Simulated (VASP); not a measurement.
# Ga2GeSe2 (I4/mmm) in VASP: notebook, part 2 of 2

VASP 6.6.1. The steps go on from the part before.

### 3 Single point, PBE

This run uses another cell than the first one, of 21.85 Å³/atom.

INCAR

```
  ALGO = Normal
  EDIFF = 1E-7
  ENCUT = 520
  GGA = PE
  ISIF = 2
  ISMEAR = 0
  LASPH = T
  LCHARG = F
  LREAL = F
  LWAVE = F
  NBANDS = 34
  NELM = 100
  PREC = Accurate
  SIGMA = 0.1
```

KPOINTS

```
k-points
0
Gamma
  10 10 10
```

POSCAR

```
Ga2GeSe2
1.0
   -2.6052199141      2.6052199141      4.0234134816
    2.6052199141     -2.6052199141      4.0234134816
    2.6052199141      2.6052199141     -4.0234134816
Ga Ge Se
2 1 2
Direct
    0.3444885296      0.3444885296      0.0000000000
    0.6555114704      0.6555114704      0.0000000000
    0.0000000000      0.0000000000      0.0000000000
    0.7500000000      0.2500000000      0.5000000000
    0.2500000000      0.7500000000      0.5000000000
```

Potentials or basis: VASP PAW PBE potentials, release 64 (Ga_d, Ge_d, Se).

Started as:

```sh
$ cat potpaw_PBE.64/Ga_d/POTCAR potpaw_PBE.64/Ge_d/POTCAR potpaw_PBE.64/Se/POTCAR > POTCAR
$ mpirun -np 1 vasp_std > vasp.out
```

OUTCAR:

```text
EDIFF = 1E-7
   ENCUT = 520
   GGA = PE
   ISIF = 2
   ISMEAR = 0
   LASPH = T
   LREAL = F
   NELM = 100
   PREC = Accurate

 ion  position               nearest neighbor table
   1  0.344  0.344  0.000-   2 2.50   4 2.71   5 2.71   5 2.71   4 2.71   3 2.77
   2  0.656  0.656  0.000-   1 2.50   4 2.71   5 2.71   4 2.71   5 2.71   3 2.77
   3  0.000  0.000  0.000-   1 2.77   2 2.77
   4  0.750  0.250  0.500-   1 2.71   2 2.71   1 2.71   2 2.71
   5  0.250  0.750  0.500-   1 2.71   2 2.71   1 2.71   2 2.71

  LATTYP: Found a body centered tetragonal cell.
 ALAT       =     5.2104398282
 C/A-ratio  =     1.5443661627

  Lattice vectors:

 A1 = (  -2.6052199141,   2.6052199141,   4.0234134816)
 A2 = (   2.6052199141,  -2.6052199141,   4.0234134816)
 A3 = (   2.6052199141,   2.6052199141,  -4.0234134816)

Analysis of symmetry for initial positions (statically):
=====================================================================
 Subroutine PRICEL returns:
 Original cell was already a primitive cell.

[... 175 lines left out ...]

 E-fermi :   4.9122     XC(G=0): -10.1687

 val. band max:        4.9083841215   @ k =  -0.3000  -0.4000   0.1000
 cond. band min:       4.9167318658   @ k =  -0.4000   0.4000   0.0000
 fundamental gap:      0.0083477444
 Fermi energy:         4.9122014560

 k-point     1 :       0.0000    0.0000    0.0000
  band No.  band energies     occupation
      1     -20.6101      2.00000
      2     -20.6081      2.00000
      3     -20.5429      2.00000
      4     -20.5429      2.00000
      5     -20.5320      2.00000
      6     -10.3881      2.00000
[... 877 lines left out ...]
     33      10.0130      0.00000
     34      10.3534      0.00000

 [... further k-points ...]

------------------------ aborting loop because EDIFF is reached ----------------------------------------

  FORCE on cell =-STRESS in cart. coord.  units (eV):
  Direction    XX          YY          ZZ          XY          YZ          ZX
  --------------------------------------------------------------------------------------
  -------------------------------------------------------------------------------------
  Total        0.0560742      0.0560742      0.0477581      0.0000000      0.0000000      0.0000000
  in kB        0.8224889      0.8224889      0.7005093      0.0000000      0.0000000      0.0000000
  external PRESSURE =       0.7818291 kB  Pullay stress =       0.0000000 kB

 VOLUME and BASIS-vectors are now :
 -----------------------------------------------------------------------------
  energy-cutoff  :      520.00
  volume of cell :      109.23
      direct lattice vectors                 reciprocal lattice vectors
    -2.605219914  2.605219914  4.023413482     0.000000000  0.191922378  0.124272587
     2.605219914 -2.605219914  4.023413482     0.191922378  0.000000000  0.124272587
     2.605219914  2.605219914 -4.023413482     0.191922378  0.191922378  0.000000000

 POSITION                                       TOTAL-FORCE (eV/Angst)
 -----------------------------------------------------------------------------------
      0.00000      0.00000      2.77204        -0.000000     -0.000000      0.002270
      0.00000      0.00000      5.27479         0.000000      0.000000     -0.002270
      0.00000      0.00000      0.00000        -0.000000     -0.000000      0.000000
      0.00000      2.60522      2.01171        -0.000000     -0.000000      0.000000
      2.60522      0.00000      2.01171        -0.000000     -0.000000      0.000000
 -----------------------------------------------------------------------------------
    total drift:                               -0.000000     -0.000000      0.000000

  FREE ENERGIE OF THE ION-ELECTRON SYSTEM (eV)
  ---------------------------------------------------
  free  energy   TOTEN  =       -17.4394817327 eV

  energy  without entropy=      -17.4259473278  energy(sigma->0) =      -17.43271453
```

OSZICAR:

```text
N       E                     dE             d eps       ncg     rms          rms(c)
DAV:   1     0.437578187343E+03    0.43758E+03   -0.24585E+04  7840   0.281E+03
DAV:   2     0.609324977766E+02   -0.37665E+03   -0.36335E+03  7136   0.671E+02
DAV:   3    -0.134623960597E+02   -0.74395E+02   -0.72652E+02  8502   0.182E+02
DAV:   4    -0.176496656965E+02   -0.41873E+01   -0.41565E+01  7800   0.473E+01
DAV:   5    -0.177570859778E+02   -0.10742E+00   -0.10724E+00  8630   0.812E+00    0.484E+00
DAV:   6    -0.174503583189E+02    0.30673E+00   -0.59232E-01  9156   0.828E+00    0.278E+00
DAV:   7    -0.174417785879E+02    0.85797E-02   -0.17417E-01  8184   0.227E+00    0.117E+00
DAV:   8    -0.174399612116E+02    0.18174E-02   -0.30345E-02  8084   0.148E+00    0.185E-01
DAV:   9    -0.174394518067E+02    0.50940E-03   -0.59252E-03  8646   0.769E-01    0.815E-02
DAV:  10    -0.174394667029E+02   -0.14896E-04   -0.87922E-04  7726   0.216E-01    0.337E-02
DAV:  11    -0.174394791360E+02   -0.12433E-04   -0.86489E-05 10112   0.621E-02    0.242E-02
DAV:  12    -0.174394819035E+02   -0.27675E-05   -0.11704E-05  9324   0.285E-02    0.537E-03
DAV:  13    -0.174394822201E+02   -0.31662E-06   -0.39873E-06  7684   0.108E-02    0.283E-03
DAV:  14    -0.174394820130E+02    0.20713E-06   -0.45728E-07  6814   0.420E-03    0.185E-03
DAV:  15    -0.174394817752E+02    0.23778E-06   -0.81378E-08  4078   0.305E-03    0.554E-04
DAV:  16    -0.174394817327E+02    0.42568E-07   -0.38379E-08  3932   0.186E-03
   1 F= -.17439482E+02 E0= -.17432715E+02  d E =-.135344E-01
```

It took 7.9 min on 1 thread of Intel Xeon Platinum 8488C (Sapphire Rapids), shared host; peak memory 0.5 GiB.

Results:

```
Free energy            : -17.4395 eV
Pressure               : 0.1 GPa
Band gap on the k mesh : zero (bands 26 and 27 overlap by 1.61 eV)
```

Forces in eV/Å, atoms in the order of the input:
```
Ga   0.000  0.000  0.002
Ga   0.000  0.000 -0.002
Ge   0.000  0.000  0.000
Se   0.000  0.000  0.000
Se   0.000  0.000  0.000
```

The gap in the log of VASP goes by the Fermi energy; the results here count the filled bands.